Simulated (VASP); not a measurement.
Co, 1 atom in the cell. Symmetry: Im-3m, No. 229, cubic system. Conventional cell: a = 2.767 Å, b = 2.767 Å, c = 2.767 Å, α = 90.00°, β = 90.00°, γ = 90.00°. Co (site symmetry m-3m) has 14 Co at 2.40 to 2.77 Å within 3.2 Å. This isn't the form of Co at room conditions, which is hcp.

* Program: VASP 6.6.1
* Task: single point
* Functional: PBEsol
* Potentials or basis: VASP PAW PBE potentials, release 64 (Co)
* Cutoff: 520 eV
* k mesh: 28 × 28 × 28
* Occupations: gaussian, width 0.1 eV
* Spin: collinear spin, ferromagnetic start
* Starting moments: [2.04] μB
* Dipole correction: no
* Further INCAR settings: ALGO = Normal; EDIFF = 1e-06; NBANDS = 14

Potentials or basis: VASP PAW PBE potentials, release 64 (Co).

Launch:

```console
$ cat potpaw_PBE.64/Co/POTCAR > POTCAR
$ mpirun -np 1 vasp_std > vasp.out
```

Hardware: 1 thread of Intel(R) Xeon(R) 6975P-C (Granite Rapids) (shared host).

Estimate the wall time of this run.

It took 78 s on 1 thread of Intel(R) Xeon(R) 6975P-C (Granite Rapids) (shared host), peak memory 0.25 GiB. Counts: scf iterations 13, k points 624.
